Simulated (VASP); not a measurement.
# Si3N4 in VASP: further runs

Aim: see how the results for Si3N4 move with the level of theory and the settings. Levels: PBE, r2SCAN. Tasks: electric field gradients.

Program: VASP 6.6.1. These are calculated values, not measurements. Logs are shortened: lines on timing, memory, paths and dates and some standing lists are left out, and cuts for length are marked.

## (1) The cell of the first run

The structure is hexagonal, space group P6_3 (No. 173). The conventional cell has a = 7.602 Å, b = 7.602 Å, c = 2.906 Å, α = 90.00°, β = 90.00°, γ = 120.00°. Within 2.3 Å of Si (site symmetry 1) lie 4 N at 1.73 to 1.75 Å. N (site symmetry 1) has 3 Si at 1.73 to 1.75 Å within 2.3 Å. Within 2.3 Å of N (site symmetry 3) lie 3 Si at 1.73 Å.

## (2) Electric field gradients, PBE

INCAR

```
SYSTEM = Si3N4
  ALGO = Normal
  EDIFF = 1E-8
  ENCUT = 520
  GGA = PE
  ISIF = 2
  ISMEAR = -1
  LASPH = .True.
  LCHARG = .False.
  LEFG = .True.
  LREAL = .False.
  LWAVE = .False.
  NBANDS = 45
  NELM = 60
  PREC = Accurate
  SIGMA = 0.02
```

KPOINTS

```
k-points
0
Gamma
  4 4 10
  0 0 0
```

POSCAR

```
Si3N4
1.0
    7.6020000000      0.0000000000      0.0000000000
   -3.8010000000      6.5835251196      0.0000000000
    0.0000000000      0.0000000000      2.9060000000
Si N
6 8
Direct
    0.7684700000      0.1745300000      0.2500000000
    0.5939400000      0.7684700000      0.7500000000
    0.8254700000      0.5939400000      0.2500000000
    0.2315300000      0.8254700000      0.7500000000
    0.4060600000      0.2315300000      0.2500000000
    0.1745300000      0.4060600000      0.7500000000
    0.0305400000      0.3302300000      0.2459000000
    0.7003100000      0.0305400000      0.7459000000
    0.6697700000      0.7003100000      0.2459000000
    0.9694600000      0.6697700000      0.7459000000
    0.2996900000      0.9694600000      0.2459000000
    0.3302300000      0.2996900000      0.7459000000
    0.6666666667      0.3333333333      0.2502000000
    0.3333333333      0.6666666667      0.7502000000
```

Potentials or basis: VASP PAW PBE potentials, release 64 (Si, N).

Launch:

```bash
$ cat potpaw_PBE.64/Si/POTCAR potpaw_PBE.64/N/POTCAR > POTCAR
$ mpirun -np 1 vasp_std > vasp.out
```

OUTCAR:

```text
SYSTEM = Si3N4
   EDIFF = 1E-8
   ENCUT = 520
   GGA = PE
   ISIF = 2
   ISMEAR = -1
   LASPH = .True.
   LREAL = .False.
   NELM = 60
   PREC = Accurate

 ion  position               nearest neighbor table
   1  0.768  0.175  0.250-   8 1.73  13 1.73   7 1.74   8 1.75   5 3.00   3 3.00   6 3.05   6 3.05
                             2 3.05   2 3.05
   2  0.594  0.768  0.750-   9 1.73  14 1.73   8 1.74   9 1.75   4 3.00   6 3.00   3 3.05   3 3.05
                             1 3.05   1 3.05
   3  0.825  0.594  0.250-  10 1.73  13 1.73   9 1.74  10 1.75   5 3.00   1 3.00   2 3.05   2 3.05
                             4 3.05   4 3.05
   4  0.232  0.825  0.750-  11 1.73  14 1.73  10 1.74  11 1.75   2 3.00   6 3.00   3 3.05   3 3.05
                             5 3.05   5 3.05
   5  0.406  0.232  0.250-  12 1.73  13 1.73  11 1.74  12 1.75   1 3.00   3 3.00   6 3.05   6 3.05
                             4 3.05   4 3.05
   6  0.175  0.406  0.750-   7 1.73  14 1.73  12 1.74   7 1.75   2 3.00   4 3.00   5 3.05   5 3.05
                             1 3.05   1 3.05
   7  0.031  0.330  0.246-   6 1.73   1 1.74   6 1.75
   8  0.700  0.031  0.746-   1 1.73   2 1.74   1 1.75
   9  0.670  0.700  0.246-   2 1.73   3 1.74   2 1.75
  10  0.969  0.670  0.746-   3 1.73   4 1.74   3 1.75
  11  0.300  0.969  0.246-   4 1.73   5 1.74   4 1.75
  12  0.330  0.300  0.746-   5 1.73   6 1.74   5 1.75
  13  0.667  0.333  0.250-   1 1.73   3 1.73   5 1.73
  14  0.333  0.667  0.750-   4 1.73   6 1.73   2 1.73

  LATTYP: Found a hexagonal cell.
 ALAT       =     7.6020000000
 C/A-ratio  =     0.3822678243

  Lattice vectors:

 A1 = (   7.6020000000,   0.0000000000,   0.0000000000)
 A2 = (  -3.8010000000,   6.5835251196,   0.0000000000)
 A3 = (   0.0000000000,   0.0000000000,   2.9060000000)

Analysis of symmetry for initial positions (statically):
=====================================================================
 Subroutine PRICEL returns:
 Original cell was already a primitive cell.

 Routine SETGRP: Setting up the symmetry group for a
 hexagonal supercell.

 Subroutine GETGRP returns: Found  6 space group operations
 (whereof  3 operations were pure point group operations)
 out of a pool of 24 trial point group operations.

The static configuration has the point symmetry C_3 .
 The point group associated with its full space group is C_6 .

Analysis of symmetry for dynamics (positions and initial velocities):
=====================================================================
 Subroutine PRICEL returns:
 Original cell was already a primitive cell.

 Routine SETGRP: Setting up the symmetry group for a
 hexagonal supercell.

 Subroutine GETGRP returns: Found  6 space group operations
 (whereof  3 operations were pure point group operations)
 out of a pool of 24 trial point group operations.

The dynamic configuration has the point symmetry C_3 .
 The point group associated with its full space group is C_6 .

 Subroutine INISYM returns: Found  6 space group operations
 (whereof  3 operations are pure point group operations),
 and found     1 'primitive' translations

----------------------------------------------------------------------------------------

                                     Primitive cell

  volume of cell :     145.4394

  direct lattice vectors                    reciprocal lattice vectors
     7.602000000  0.000000000  0.000000000     0.131544330  0.075947155  0.000000000
    -3.801000000  6.583525120  0.000000000     0.000000000  0.151894309  0.000000000
     0.000000000  0.000000000  2.906000000     0.000000000  0.000000000  0.344115623

  length of vectors
     7.602000000  7.602000000  2.906000000     0.151894309  0.151894309  0.344115623

  position of ions in fractional coordinates (direct lattice)
     0.768470000  0.174530000  0.250000000
     0.593940000  0.768470000  0.750000000
     0.825470000  0.593940000  0.250000000
     0.231530000  0.825470000  0.750000000
     0.406060000  0.231530000  0.250000000
     0.174530000  0.406060000  0.750000000
[... 132 lines left out ...]
   NGX = 29   NGY = 29   NGZ = 11

 number of electron      63.9999995 magnetization

 Free energy of the ion-electron system (eV)
  ---------------------------------------------------
  ext. energy  EPLUGINS =         0.00000000
  ---------------------------------------------------
  free energy    TOTEN  =      -114.47722197 eV

  energy without entropy =     -114.47722197  energy(sigma->0) =     -114.47722197

 E-fermi :   7.2362     XC(G=0): -10.8115

 val. band max:        6.7790831341   @ k =   0.0000   0.0000   0.2000
 cond. band min:      11.1026892819   @ k =   0.0000   0.0000   0.0000
 fundamental gap:      4.3236061478
 Fermi energy:         7.2362069511

 k-point     1 :       0.0000    0.0000    0.0000
  band No.  band energies     occupation
      1     -11.4545      2.00000
      2      -9.9931      2.00000
      3      -9.9931      2.00000
      4      -9.3460      2.00000
      5      -9.2202      2.00000
      6      -9.2202      2.00000
[... 1117 lines left out ...]
     43      14.4306      0.00000
     44      14.4306      0.00000
 [bands above 44 left out]

------------------------ aborting loop because EDIFF is reached ----------------------------------------

  FORCE on cell =-STRESS in cart. coord.  units (eV):
  Direction    XX          YY          ZZ          XY          YZ          ZX
  --------------------------------------------------------------------------------------
  -------------------------------------------------------------------------------------
  Total        4.9687722      4.9687722      5.0523314     -0.0000001      0.0000000      0.0000000
  in kB       54.7365851     54.7365851     55.6570830     -0.0000006      0.0000000      0.0000000
  external PRESSURE =      55.0434178 kB  Pullay stress =       0.0000000 kB

 VOLUME and BASIS-vectors are now :
 -----------------------------------------------------------------------------
  energy-cutoff  :      520.00
  volume of cell :      145.44
      direct lattice vectors                 reciprocal lattice vectors
     7.602000000  0.000000000  0.000000000     0.131544330  0.075947155  0.000000000
    -3.801000000  6.583525120  0.000000000     0.000000000  0.151894309  0.000000000
     0.000000000  0.000000000  2.906000000     0.000000000  0.000000000  0.344115623

 POSITION                                       TOTAL-FORCE (eV/Angst)
 -----------------------------------------------------------------------------------
      5.17852      1.14902      0.72650        -0.021707      0.021308     -0.294818
      1.59418      5.05924      2.17950        -0.029307     -0.008145     -0.294818
      4.01766      3.91022      0.72650        -0.007600     -0.029452     -0.294818
     -1.37752      5.43450      2.17950         0.021707     -0.021308     -0.294818
      2.20682      1.52428      0.72650         0.029307      0.008145     -0.294818
     -0.21666      2.67331      2.17950         0.007600      0.029452     -0.294818
     -1.02304      2.17408      0.71459        -0.035980     -0.052962      0.299161
      5.20767      0.20106      2.16759         0.027876     -0.057640      0.299161
      2.42971      4.61051      0.71459         0.063856     -0.004679      0.299161
      4.82404      4.40945      2.16759         0.035980      0.052962      0.299161
     -1.40667      6.38246      0.71459        -0.027876      0.057640      0.299161
      1.37129      1.97302      2.16759        -0.063856      0.004679      0.299161
      3.80100      2.19451      0.72708        -0.000000      0.000000     -0.013028
     -0.00000      4.38902      2.18008         0.000000      0.000000     -0.013028
 -----------------------------------------------------------------------------------
    total drift:                               -0.000000     -0.000000     -0.000695

  FREE ENERGIE OF THE ION-ELECTRON SYSTEM (eV)
  ---------------------------------------------------
  free  energy   TOTEN  =      -114.4772219714 eV

  energy  without entropy=     -114.4772219714  energy(sigma->0) =     -114.47722197

 Electric field gradients (V/A^2)
---------------------------------------------------------------------
 ion       V_xx      V_yy      V_zz      V_xy      V_xz      V_yz
---------------------------------------------------------------------
   1      -0.287     4.258    -3.971     7.331     0.285     3.818
   2      -3.227     7.198    -3.971    -5.634    -3.164     2.156
   3       9.471    -5.500    -3.971    -1.697    -3.449    -1.662
   4      -0.287     4.258    -3.971     7.331    -0.285    -3.818
   5      -3.227     7.198    -3.971    -5.634     3.164    -2.156
   6       9.471    -5.500    -3.971    -1.697     3.449     1.662
   7       2.496   -27.949    25.453    30.227     0.490     0.424
   8     -46.515    21.062    25.453    -1.930    -0.122     0.636
   9       5.840   -31.292    25.453   -28.296    -0.612     0.212
  10       2.496   -27.949    25.453    30.227    -0.490    -0.424
  11     -46.515    21.062    25.453    -1.930     0.122    -0.636
  12       5.840   -31.292    25.453   -28.296     0.612    -0.212
  13      23.102    23.103   -46.205     0.001    -0.000    -0.000
  14      23.102    23.103   -46.205     0.001     0.000     0.000
---------------------------------------------------------------------

 Electric field gradients after diagonalization (V/A^2)
 (convention: |V_zz| > |V_xx| > |V_yy|)
----------------------------------------------------------------------
 ion       V_xx      V_yy      V_zz     asymmetry (V_yy - V_xx)/ V_zz
----------------------------------------------------------------------
   1      -7.250    -3.156    10.405       0.393
   2      -7.250    -3.156    10.406       0.393
   3      -7.250    -3.156    10.406       0.393
   4      -7.250    -3.156    10.405       0.393
   5      -7.250    -3.156    10.406       0.393
   6      -7.250    -3.156    10.406       0.393
   7      25.546    21.025   -46.570       0.097
   8      25.545    21.025   -46.570       0.097
   9      25.545    21.025   -46.570       0.097
  10      25.546    21.025   -46.570       0.097
  11      25.545    21.025   -46.570       0.097
  12      25.545    21.025   -46.570       0.097
  13      23.103    23.102   -46.205       0.000
  14      23.103    23.102   -46.205       0.000
----------------------------------------------------------------------

           NMR quadrupolar parameters

 Cq : quadrupolar parameter    Cq=e*Q*V_zz/h
 eta: asymmetry parameters     (V_yy - V_xx)/ V_zz
 Q  : nuclear electric quadrupole moment in mb (millibarn)
----------------------------------------------------------------------
 ion       Cq(MHz)       eta       Q (mb)
----------------------------------------------------------------------
   1       0.025       0.393       1.000
   2       0.025       0.393       1.000
   3       0.025       0.393       1.000
   4       0.025       0.393       1.000
   5       0.025       0.393       1.000
   6       0.025       0.393       1.000
   7      -0.113       0.097       1.000
   8      -0.113       0.097       1.000
   9      -0.113       0.097       1.000
  10      -0.113       0.097       1.000
  11      -0.113       0.097       1.000
  12      -0.113       0.097       1.000
  13      -0.112       0.000       1.000
  14      -0.112       0.000       1.000
----------------------------------------------------------------------
```

Wall time 4 min (1 thread of Intel Xeon Platinum 8259CL at 2.50GHz (Skylake/Cascade Lake), shared host); peak memory 0.32 GiB.

Results:

| Property | Result |
| --- | --- |
| Free energy | -114.4772 eV |
| Pressure | 5.5 GPa |
| Largest force | 0.306 eV/Å |
| Band gap on the k mesh | 4.32 eV (least direct gap 4.51 eV) |
| Largest electric field gradient by atom | Si +10.4; N -46.6, -46.2 (each value once) V/Å² |

Forces on the atoms (eV/Å):
```
Si  -0.022  0.021 -0.295
Si  -0.029 -0.008 -0.295
Si  -0.008 -0.029 -0.295
Si   0.022 -0.021 -0.295
Si   0.029  0.008 -0.295
Si   0.008  0.029 -0.295
N   -0.036 -0.053  0.299
N    0.028 -0.058  0.299
N    0.064 -0.005  0.299
N    0.036  0.053  0.299
N   -0.028  0.058  0.299
N   -0.064  0.005  0.299
N    0.000  0.000 -0.013
N    0.000  0.000 -0.013
```

Levels at points of the mesh, in eV from the valence-band top:
```csv
k point,band 29,band 30,band 31,band 32,band 33,band 34,band 35,band 36
"(0.00, 0.00, 0.00)",-1.29,-0.45,-0.40,-0.19,4.32,4.77,4.90,4.90
"(0.50, 0.00, 0.00)",-1.35,-0.78,-0.32,-0.25,4.63,4.72,4.88,5.29
"(0.00, 0.00, 0.50)",-1.63,-1.63,-1.34,-1.34,4.71,4.71,4.75,4.75
"(0.50, 0.00, 0.50)",-1.51,-1.51,-1.05,-1.05,4.81,4.81,5.87,5.87
```

Electric field gradients, principal values (V/Å²):
| atom | least | middle | greatest (by size) |
| --- | --- | --- | --- |
| 1 Si | -3.156 | -7.250 | 10.405 |
| 2 Si | -3.156 | -7.250 | 10.406 |
| 3 Si | -3.156 | -7.250 | 10.406 |
| 4 Si | -3.156 | -7.250 | 10.405 |
| 5 Si | -3.156 | -7.250 | 10.406 |
| 6 Si | -3.156 | -7.250 | 10.406 |
| 7 N | 21.025 | 25.546 | -46.570 |
| 8 N | 21.025 | 25.545 | -46.570 |
| 9 N | 21.025 | 25.545 | -46.570 |
| 10 N | 21.025 | 25.546 | -46.570 |
| 11 N | 21.025 | 25.545 | -46.570 |
| 12 N | 21.025 | 25.545 | -46.570 |
| 13 N | 23.102 | 23.103 | -46.205 |
| 14 N | 23.102 | 23.103 | -46.205 |

Caveat: the cell stands under pressure; without QUAD_EFG the Cq values of the log hold for a quadrupole moment of 1 mb, not for the nuclei.

(Continued in part 2 of 2.)
